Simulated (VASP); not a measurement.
# ZnAu in VASP: a series of runs, part 2 of 2

VASP 6.6.1. The steps go on from the part before.

## (3) Single point, PBEsol (volume scaled by 0.94)

The input, INCAR:

```
ALGO = Normal ; EDIFF = 1E-6
ENCUT = 520 ; GGA = PS
ISIF = 2 ; ISMEAR = -1
LASPH = True ; LCHARG = False
LREAL = False ; LWAVE = False
NBANDS = 18 ; NELM = 100
PREC = Accurate ; SIGMA = 0.05
```

The input, KPOINTS:

```
k-points
0
Gamma
  8 8 8
```

The input, POSCAR:

```
ZnAu
1.0
    3.0827574841      0.0000000000      0.0000000000
    0.0000000000      3.0827574841      0.0000000000
    0.0000000000      0.0000000000      3.0827574841
Au Zn
1 1
Direct
    0.0000000000      0.0000000000      0.0000000000
    0.5000000000      0.5000000000      0.5000000000
```

Potentials or basis: VASP PAW PBE potentials, release 64 (Au, Zn).

Command:

```bash
> cat potpaw_PBE.64/Au/POTCAR potpaw_PBE.64/Zn/POTCAR > POTCAR
> mpirun -np 1 vasp_std > vasp.out
```

OUTCAR:

```text
EDIFF = 1E-6
   ENCUT = 520
   GGA = PS
   ISIF = 2
   ISMEAR = -1
   LASPH = True
   LREAL = False
   NELM = 100
   PREC = Accurate

 ion  position               nearest neighbor table
   1  0.000  0.000  0.000-   2 2.67   2 2.67   2 2.67   2 2.67   2 2.67   2 2.67   2 2.67   2 2.67

   2  0.500  0.500  0.500-   1 2.67   1 2.67   1 2.67   1 2.67   1 2.67   1 2.67   1 2.67   1 2.67

  LATTYP: Found a simple cubic cell.
 ALAT       =     3.0827574841

  Lattice vectors:

 A1 = (   3.0827574841,   0.0000000000,   0.0000000000)
 A2 = (   0.0000000000,   3.0827574841,   0.0000000000)
 A3 = (   0.0000000000,   0.0000000000,   3.0827574841)

Analysis of symmetry for initial positions (statically):
=====================================================================
 Subroutine PRICEL returns:
 Original cell was already a primitive cell.

 Routine SETGRP: Setting up the symmetry group for a
 simple cubic supercell.

 Subroutine GETGRP returns: Found 48 space group operations
 (whereof 48 operations were pure point group operations)
 out of a pool of 48 trial point group operations.

The static configuration has the point symmetry O_h .

Analysis of symmetry for dynamics (positions and initial velocities):
=====================================================================
 Subroutine PRICEL returns:
 Original cell was already a primitive cell.

 Routine SETGRP: Setting up the symmetry group for a
 simple cubic supercell.

 Subroutine GETGRP returns: Found 48 space group operations
 (whereof 48 operations were pure point group operations)
 out of a pool of 48 trial point group operations.

The dynamic configuration has the point symmetry O_h .

 Subroutine INISYM returns: Found 48 space group operations
 (whereof 48 operations are pure point group operations),
 and found     1 'primitive' translations

[... 110 lines left out ...]
   EFERMI_NEDOS =   21; number of points for ismear=-14 and -15
   IALGO  =     38    algorithm
   IMIX   =      4    mixing-type and parameters
     AMIX     =   0.40;   BMIX     =  1.00
     AMIX_MAG =   1.60;   BMIX_MAG =  1.00
  volume/ion in A,a.u.               =      14.65        98.85
  Fermi-wavevector in a.u.,A,eV,Ry     =   1.510236  2.853932 31.032332  2.280812
  Thomas-Fermi vector in A             =   2.620452
   LORBIT       =      0    0 simple, 1 ext, 2 COOP (PROOUT), +10 PAW based schemes
   GGA     = PS    functional components
   LHFCALC =     F    Hartree Fock is set to
   AEXX    =    0.0000 exact exchange contribution
   IVDW    =     0    specifies the selected vdW correction
   LEPSILON=     F    determine dielectric tensor
   LRPA    =     F    only Hartree local field effects (RPA)
 non-spin polarized calculation
  energy-cutoff  :      520.00
  volume of cell :       29.30
 maximum number of plane-waves:       840
 NGX is ok and might be reduce to    24
   NGX = 11   NGY = 11   NGZ = 11

 number of electron      22.9999970 magnetization

 Free energy of the ion-electron system (eV)
  ---------------------------------------------------
  ext. energy  EPLUGINS =         0.00000000
  ---------------------------------------------------
  free energy    TOTEN  =        -5.92650335 eV

  energy without entropy =       -5.92298844  energy(sigma->0) =       -5.92474589

 E-fermi :   7.5844     XC(G=0): -12.8905

 val. band max:        7.4280413562   @ k =   0.3750   0.2500   0.1250
 cond. band min:       7.7112367902   @ k =   0.3750   0.3750   0.1250
 fundamental gap:      0.2831954340
 Fermi energy:         7.5844278855

 k-point     1 :       0.0000    0.0000    0.0000
  band No.  band energies     occupation
      1      -3.5592      2.00000
      2      -0.7347      2.00000
      3      -0.7347      2.00000
      4       0.1294      2.00000
      5       0.1294      2.00000
      6       0.1294      2.00000
[... 481 lines left out ...]
      5       0.4336      2.00000
      6       1.1206      2.00000
[... 10 lines left out ...]
     17      20.2089      0.00000
     18      22.6914      0.00000

 [... further k-points ...]

------------------------ aborting loop because EDIFF is reached ----------------------------------------

  FORCE on cell =-STRESS in cart. coord.  units (eV):
  Direction    XX          YY          ZZ          XY          YZ          ZX
  --------------------------------------------------------------------------------------
  -------------------------------------------------------------------------------------
  Total        1.3873227      1.3873227      1.3873227      0.0000000      0.0000000     -0.0000000
  in kB       75.8699867     75.8699867     75.8699867      0.0000000      0.0000000     -0.0000000
  external PRESSURE =      75.8699867 kB  Pullay stress =       0.0000000 kB

 VOLUME and BASIS-vectors are now :
 -----------------------------------------------------------------------------
  energy-cutoff  :      520.00
  volume of cell :       29.30
      direct lattice vectors                 reciprocal lattice vectors
     3.082757484  0.000000000  0.000000000     0.324384907  0.000000000  0.000000000
     0.000000000  3.082757484  0.000000000     0.000000000  0.324384907  0.000000000
     0.000000000  0.000000000  3.082757484     0.000000000  0.000000000  0.324384907

 POSITION                                       TOTAL-FORCE (eV/Angst)
 -----------------------------------------------------------------------------------
      0.00000      0.00000      0.00000         0.000000      0.000000      0.000000
      1.54138      1.54138      1.54138         0.000000      0.000000      0.000000
 -----------------------------------------------------------------------------------
    total drift:                                0.000000      0.000000     -0.000000

  FREE ENERGIE OF THE ION-ELECTRON SYSTEM (eV)
  ---------------------------------------------------
  free  energy   TOTEN  =        -5.9265033459 eV

  energy  without entropy=       -5.9229884386  energy(sigma->0) =       -5.92474589
```

stdout:

```text
POSCAR found type information on POSCAR AuZn
 POSCAR found :  2 types and       2 ions
 scaLAPACK will be used
 -----------------------------------------------------------------------------
|                                                                             |
|                                                                             |
|     You enforced a specific xc type in the INCAR file but a different       |
|     I HOPE YOU KNOW WHAT YOU ARE DOING!                                     |
|                                                                             |
 -----------------------------------------------------------------------------

 LDA part: xc-table for (Slater+PW92), standard interpolation
 POSCAR, INCAR and KPOINTS ok, starting setup
 FFT: planning ... GRIDC
 FFT: planning ... GRID_SOFT
 FFT: planning ... GRID
 WAVECAR not read
 entering main loop
```

Run time: 4.6 s. Hardware: 1 thread of Intel Xeon 6975P-C (Granite Rapids), shared host; peak memory 0.15 GiB.

Results:

- Free energy: -5.9265 eV
- Pressure: 7.6 GPa

Caveat: the PAW data sets were made with another functional, which shifts forces and pressure a little; spin-orbit coupling is left out, which moves the levels of the heavy elements.
